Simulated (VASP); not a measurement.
# FeSi (P2_13) in VASP: notebook

Runs on FeSi. Level: PBE. Tasks: relaxation of cell and atoms, single point.

Everything below comes from runs of VASP 6.6.1. Logs are shortened: lines on timing, memory, paths and dates and some standing lists are left out, and cuts for length are marked.

## (1) The cell of the first run

It takes space group P2_13 (No. 198, cubic). The conventional cell has a = 4.551 Å, b = 4.551 Å, c = 4.551 Å, α = 90.00°, β = 90.00°, γ = 90.00°. Fe (site symmetry 3) has 7 Si at 2.32 to 2.55 Å and 6 Fe at 2.79 Å within 3.1 Å. Within 3.1 Å of Si (site symmetry 3) lie 7 Fe at 2.32 to 2.55 Å and 6 Si at 2.82 Å.

## (2) Relaxation of cell and atoms, PBE

Contents of INCAR:

```
ALGO = Normal
EDIFF = 1E-6
EDIFFG = -0.005
ENCUT = 600
GGA = PE
IBRION = 2
ISIF = 3
ISMEAR = -1
LASPH = True
LCHARG = False
LREAL = False
LWAVE = False
NELM = 60
NSW = 80
PREC = Accurate
SIGMA = 0.02
```

Contents of KPOINTS:

```
k-points
0
Gamma
  6 6 6
```

Contents of POSCAR:

```
FeSi
1.0
    4.5507000000      0.0000000000      0.0000000000
    0.0000000000      4.5507000000      0.0000000000
    0.0000000000      0.0000000000      4.5507000000
Fe Si
4 4
Direct
    0.1365200000      0.1365200000      0.1365200000
    0.3634800000      0.8634800000      0.6365200000
    0.6365200000      0.3634800000      0.8634800000
    0.8634800000      0.6365200000      0.3634800000
    0.8424000000      0.8424000000      0.8424000000
    0.6576000000      0.1576000000      0.3424000000
    0.3424000000      0.6576000000      0.1576000000
    0.1576000000      0.3424000000      0.6576000000
```

Potentials or basis: VASP PAW PBE potentials, release 64 (Fe, Si).

Command:

```bash
cat potpaw_PBE.64/Fe/POTCAR potpaw_PBE.64/Si/POTCAR > POTCAR
mpirun -np 1 vasp_std > vasp.out
```

OUTCAR:

```text
EDIFF = 1E-6
   EDIFFG = -0.005
   ENCUT = 600
   GGA = PE
   IBRION = 2
   ISIF = 3
   ISMEAR = -1
   LASPH = True
   LREAL = False
   NELM = 60
   NSW = 80
   PREC = Accurate

 ion  position               nearest neighbor table
   1  0.137  0.137  0.137-   5 2.32   6 2.37   7 2.37   8 2.37   7 2.55   8 2.55   6 2.55   3 2.79
                             4 2.79   2 2.79   2 2.79   4 2.79   3 2.79
   2  0.363  0.863  0.637-   6 2.32   5 2.37   7 2.37   8 2.37   7 2.55   8 2.55   5 2.55   1 2.79
                             1 2.79   3 2.79   3 2.79   4 2.79   4 2.79
   3  0.637  0.363  0.863-   7 2.32   6 2.37   5 2.37   8 2.37   8 2.55   6 2.55   5 2.55   1 2.79
                             4 2.79   2 2.79   2 2.79   4 2.79   1 2.79
   4  0.863  0.637  0.363-   8 2.32   6 2.37   7 2.37   5 2.37   6 2.55   5 2.55   7 2.55   1 2.79
                             3 2.79   2 2.79   1 2.79   2 2.79   3 2.79
   5  0.842  0.842  0.842-   1 2.32   2 2.37   3 2.37   4 2.37   3 2.55   4 2.55   2 2.55   6 2.82
                             7 2.82   8 2.82   6 2.82   8 2.82   7 2.82
   6  0.658  0.158  0.342-   2 2.32   1 2.37   3 2.37   4 2.37   3 2.55   4 2.55   1 2.55   8 2.82
                             5 2.82   5 2.82   7 2.82   7 2.82   8 2.82
   7  0.342  0.658  0.158-   3 2.32   2 2.37   1 2.37   4 2.37   4 2.55   2 2.55   1 2.55   8 2.82
                             5 2.82   8 2.82   6 2.82   6 2.82   5 2.82
   8  0.158  0.342  0.658-   4 2.32   2 2.37   3 2.37   1 2.37   2 2.55   1 2.55   3 2.55   7 2.82
                             5 2.82   7 2.82   5 2.82   6 2.82   6 2.82

  LATTYP: Found a simple cubic cell.
 ALAT       =     4.5507000000

  Lattice vectors:

 A1 = (   4.5507000000,   0.0000000000,   0.0000000000)
 A2 = (   0.0000000000,   4.5507000000,   0.0000000000)
 A3 = (   0.0000000000,   0.0000000000,   4.5507000000)

Analysis of symmetry for initial positions (statically):
=====================================================================
 Subroutine PRICEL returns:
 Original cell was already a primitive cell.

 Routine SETGRP: Setting up the symmetry group for a
 simple cubic supercell.

 Subroutine GETGRP returns: Found 12 space group operations
 (whereof  3 operations were pure point group operations)
 out of a pool of 48 trial point group operations.

The static configuration has the point symmetry C_3 .
 The point group associated with its full space group is T   .

Analysis of symmetry for dynamics (positions and initial velocities):
=====================================================================
 Subroutine PRICEL returns:
 Original cell was already a primitive cell.

 Routine SETGRP: Setting up the symmetry group for a
 simple cubic supercell.

 Subroutine GETGRP returns: Found 12 space group operations
 (whereof  3 operations were pure point group operations)
 out of a pool of 48 trial point group operations.

The dynamic configuration has the point symmetry C_3 .
 The point group associated with its full space group is T   .

 Subroutine INISYM returns: Found 12 space group operations
 (whereof  3 operations are pure point group operations),
[... 122 lines left out ...]
   ISMEAR =    -1;   SIGMA  =   0.02  broadening in eV -4-tet -1-fermi 0-gaus
   EFERMI_NEDOS =   21; number of points for ismear=-14 and -15
   IALGO  =     38    algorithm
   IMIX   =      4    mixing-type and parameters
     AMIX     =   0.40;   BMIX     =  1.00
     AMIX_MAG =   1.60;   BMIX_MAG =  1.00
  volume/ion in A,a.u.               =      11.78        79.50
  Fermi-wavevector in a.u.,A,eV,Ry     =   1.307406  2.470639 23.256570  1.709310
  Thomas-Fermi vector in A             =   2.438142
   LORBIT       =      0    0 simple, 1 ext, 2 COOP (PROOUT), +10 PAW based schemes
   GGA     = PE    functional components
   LHFCALC =     F    Hartree Fock is set to
   AEXX    =    0.0000 exact exchange contribution
   IVDW    =     0    specifies the selected vdW correction
   LEPSILON=     F    determine dielectric tensor
   LRPA    =     F    only Hartree local field effects (RPA)
 conjugate gradient relaxation of ions
 non-spin polarized calculation
  energy-cutoff  :      600.00
  volume of cell :       94.24
 maximum number of plane-waves:      3178
   NGX = 19   NGY = 19   NGZ = 19

--------------------------------------- Ionic step        1  -------------------------------------------

 number of electron      47.9999995 magnetization

 Free energy of the ion-electron system (eV)
  ---------------------------------------------------
  ext. energy  EPLUGINS =         0.00000000
  ---------------------------------------------------
  free energy    TOTEN  =       -58.49088692 eV

  energy without entropy =      -58.48841714  energy(sigma->0) =      -58.48965203

------------------------ aborting loop because EDIFF is reached ----------------------------------------

  FORCE on cell =-STRESS in cart. coord.  units (eV):
  Direction    XX          YY          ZZ          XY          YZ          ZX
  --------------------------------------------------------------------------------------
  -------------------------------------------------------------------------------------
  Total       -8.0833195     -8.0833195     -8.0833195      0.0000000      0.0000000      0.0000000
  in kB     -137.4249880   -137.4249880   -137.4249880      0.0000000      0.0000000      0.0000000
  external PRESSURE =    -137.4249880 kB  Pullay stress =       0.0000000 kB
[... 29 lines left out ...]
--------------------------------------- Ionic step        2  -------------------------------------------

 number of electron      48.0000004 magnetization

 E-fermi :  10.8874     XC(G=0): -13.2076

 val. band max:       10.7869799984   @ k =   0.3333   0.0000   0.0000
 cond. band min:      10.9868594659   @ k =  -0.1667   0.3333   0.0000
 fundamental gap:      0.1998794675
 Fermi energy:        10.8873520156

 k-point     1 :       0.0000    0.0000    0.0000
  band No.  band energies     occupation
      1      -3.0800      2.00000
      2       2.5507      2.00000
      3       2.5507      2.00000
      4       2.5507      2.00000
      5       5.4304      2.00000
      6       5.4304      2.00000
[... 924 lines left out ...]
--------------------------------------- Ionic step        6  -------------------------------------------

 number of electron      48.0000017 magnetization

 Free energy of the ion-electron system (eV)
  ---------------------------------------------------
  ext. energy  EPLUGINS =         0.00000000
  ---------------------------------------------------
  free energy    TOTEN  =       -58.78288863 eV

  energy without entropy =      -58.78157930  energy(sigma->0) =      -58.78223396

 E-fermi :   9.7994     XC(G=0): -12.7991

 val. band max:        9.7136440937   @ k =   0.5000   0.0000   0.0000
 cond. band min:       9.8854488639   @ k =  -0.1667   0.3333   0.0000
 fundamental gap:      0.1718047702
 Fermi energy:         9.7994418949

 k-point     1 :       0.0000    0.0000    0.0000
  band No.  band energies     occupation
      1      -3.5190      2.00000
      2       1.8361      2.00000
      3       1.8361      2.00000
      4       1.8361      2.00000
      5       4.6726      2.00000
      6       4.6726      2.00000
[... 792 lines left out ...]
  FREE ENERGIE OF THE ION-ELECTRON SYSTEM (eV)
  ---------------------------------------------------
  free  energy   TOTEN  =       -58.7828886309 eV

  energy  without entropy=      -58.7815792966  energy(sigma->0) =      -58.78223396

 reached required accuracy - stopping structural energy minimisation
```

OSZICAR:

```text
N       E                     dE             d eps       ncg     rms          rms(c)
DAV:   1     0.365198695086E+03    0.36520E+03   -0.21984E+04  1392   0.203E+03
DAV:   2    -0.261758316221E+02   -0.39137E+03   -0.38156E+03  1392   0.431E+02
DAV:   3    -0.648426351272E+02   -0.38667E+02   -0.35355E+02  2121   0.144E+02
[... 52 lines left out ...]
DAV:   1    -0.587828646615E+02   -0.99756E-04   -0.13941E-02  1392   0.671E-01    0.223E-02
DAV:   2    -0.587828918254E+02   -0.27164E-04   -0.30101E-04  2136   0.194E-01    0.192E-02
DAV:   3    -0.587828900037E+02    0.18217E-05   -0.15827E-05  2040   0.483E-02    0.131E-02
DAV:   4    -0.587828886310E+02    0.13727E-05   -0.75983E-06  1691   0.212E-02    0.225E-03
DAV:   5    -0.587828886309E+02    0.11914E-09   -0.61348E-07   756   0.987E-03
   6 F= -.58782889E+02 E0= -.58782234E+02  d E =-.202275E-02
```

Run time: 1.9 min. Hardware: 1 thread of Intel Xeon 6975P-C (Granite Rapids), shared host; peak memory 0.24 GiB.

Results:

```
Free energy                           : -58.7829 eV
Relaxed volume                        : 11.00 Å³/atom
Relaxed cell                          : a = 4.448 Å, b = 4.448 Å, c = 4.448 Å, α = 90.00°, β = 90.00°, γ = 90.00°
Space group after relaxing (to 0.1 Å) : P2_13 (No. 198)
Energy gained by relaxing             : 36.5 meV/atom
Ionic steps                           : 6
Pressure after relaxing               : 0.0 GPa
Largest force after relaxing          : 0.004 eV/Å
Band gap on the k mesh                : 0.17 eV
```

Forces in eV/Å, atoms in the order of the input:
```
Fe   0.002  0.002  0.002
Fe  -0.002 -0.002  0.002
Fe   0.002 -0.002 -0.002
Fe  -0.002  0.002 -0.002
Si   0.001  0.001  0.001
Si  -0.001 -0.001  0.001
Si   0.001 -0.001 -0.001
Si  -0.001  0.001 -0.001
```

Step by step:
```csv
step,energy change (eV),largest force (eV/Å),pressure (GPa),volume (Å³)
1,0.0000,0.2808,-13.74,94.24
2,0.1787,0.5239,23.09,81.12
3,-0.2899,0.1227,-0.25,88.12
4,-0.2900,0.1187,0.05,88.00
5,-0.2919,0.0274,0.05,88.00
6,-0.2920,0.0042,0.04,88.00
```

Final structure:
```cif
data_structure
_symmetry_space_group_name_H-M 'P 1'
_symmetry_Int_Tables_number 1
_cell_length_a 4.4480
_cell_length_b 4.4480
_cell_length_c 4.4480
_cell_angle_alpha 90.000
_cell_angle_beta 90.000
_cell_angle_gamma 90.000
_cell_volume 88.00
loop_
_atom_site_label
_atom_site_type_symbol
_atom_site_fract_x
_atom_site_fract_y
_atom_site_fract_z
_atom_site_occupancy
Fe1 Fe 0.13634 0.13634 0.13634 1
Fe2 Fe 0.36366 0.86366 0.63634 1
Fe3 Fe 0.63634 0.36366 0.86366 1
Fe4 Fe 0.86366 0.63634 0.36366 1
Si1 Si 0.84076 0.84076 0.84076 1
Si2 Si 0.65924 0.15924 0.34076 1
Si3 Si 0.34076 0.65924 0.15924 1
Si4 Si 0.15924 0.34076 0.65924 1
```

Levels at points of the mesh, in eV from the valence-band top:
| k point | band 20 | band 21 | band 22 | band 23 | band 24 | band 25 | band 26 | band 27 | band 28 | band 29 |
| --- | --- | --- | --- | --- | --- | --- | --- | --- | --- | --- |
| (0.00, 0.00, 0.00) | -0.28 | -0.28 | -0.28 | -0.03 | -0.03 | 0.67 | 0.67 | 0.67 | 3.04 | 3.04 |
| (0.50, 0.00, 0.00) | -1.23 | -0.37 | -0.37 | 0.00 | 0.00 | 0.20 | 0.20 | 1.73 | 1.73 | 2.23 |
| (0.50, 0.50, 0.00) | -1.25 | -1.00 | -1.00 | -0.35 | -0.35 | 0.65 | 0.65 | 1.31 | 1.31 | 2.71 |
| (0.50, 0.50, 0.50) | -0.72 | -0.66 | -0.66 | -0.66 | -0.66 | 0.50 | 0.50 | 0.50 | 0.50 | 5.65 |

A k mesh can miss the band edges. Spin polarisation is off, so any magnetic state and its effect on volume and gap are missing.

## (3) Single point, PBE (10.34 Å³/atom)

This run uses another cell than the first one, of 10.34 Å³/atom.

Contents of INCAR:

```
PREC = Accurate
ENCUT = 520
EDIFF = 1E-7
ISMEAR = 0
SIGMA = 0.01
LREAL = False
LASPH = True
NELM = 80
ALGO = Normal
ISIF = 2
LWAVE = False
LCHARG = False
GGA = PE
NBANDS = 34
```

Contents of KPOINTS:

```
Automatic mesh
0
Gamma
  6 6 6
```

Contents of POSCAR:

```
FeSi
1.0
    4.3572485142      0.0000000000      0.0000000000
    0.0000000000      4.3572485142      0.0000000000
    0.0000000000      0.0000000000      4.3572485142
Fe Si
4 4
Direct
    0.1360028767      0.1360028767      0.1360028767
    0.3639971233      0.8639971233      0.6360028767
    0.6360028767      0.3639971233      0.8639971233
    0.8639971233      0.6360028767      0.3639971233
    0.8407333115      0.8407333115      0.8407333115
    0.6592666885      0.1592666885      0.3407333115
    0.3407333115      0.6592666885      0.1592666885
    0.1592666885      0.3407333115      0.6592666885
```

Potentials or basis: VASP PAW PBE potentials, release 64 (Fe, Si).

Command:

```bash
cat potpaw_PBE.64/Fe/POTCAR potpaw_PBE.64/Si/POTCAR > POTCAR
mpirun -np 1 vasp_std > vasp.out
```

It took 26 s on 1 thread of Intel Xeon 6975P-C (Granite Rapids), shared host; peak memory 0.2 GiB.

Results (log left out):

```
Free energy            : -58.5202 eV
Pressure               : 16.7 GPa
Largest force          : 0.311 eV/Å
Band gap on the k mesh : 0.19 eV
```

Forces on the atoms (eV/Å):
```
Fe   0.180  0.180  0.180
Fe  -0.180 -0.180  0.180
Fe   0.180 -0.180 -0.180
Fe  -0.180  0.180 -0.180
Si   0.074  0.074  0.074
Si  -0.074 -0.074  0.074
Si   0.074 -0.074 -0.074
Si  -0.074  0.074 -0.074
```

Levels at points of the mesh, in eV from the valence-band top:
```tsv
k point	band 22	band 23	band 24	band 25	band 26	band 27
(0.00, 0.00, 0.00)	-0.30	-0.04	-0.04	0.74	0.74	0.74
(0.50, 0.00, 0.00)	-0.41	0.00	0.00	0.23	0.23	1.87
(0.50, 0.50, 0.00)	-1.10	-0.39	-0.39	0.71	0.71	1.44
(0.50, 0.50, 0.50)	-0.72	-0.72	-0.72	0.56	0.56	0.56
```

Caveat: the cell stands under pressure. A k mesh can miss the band edges.
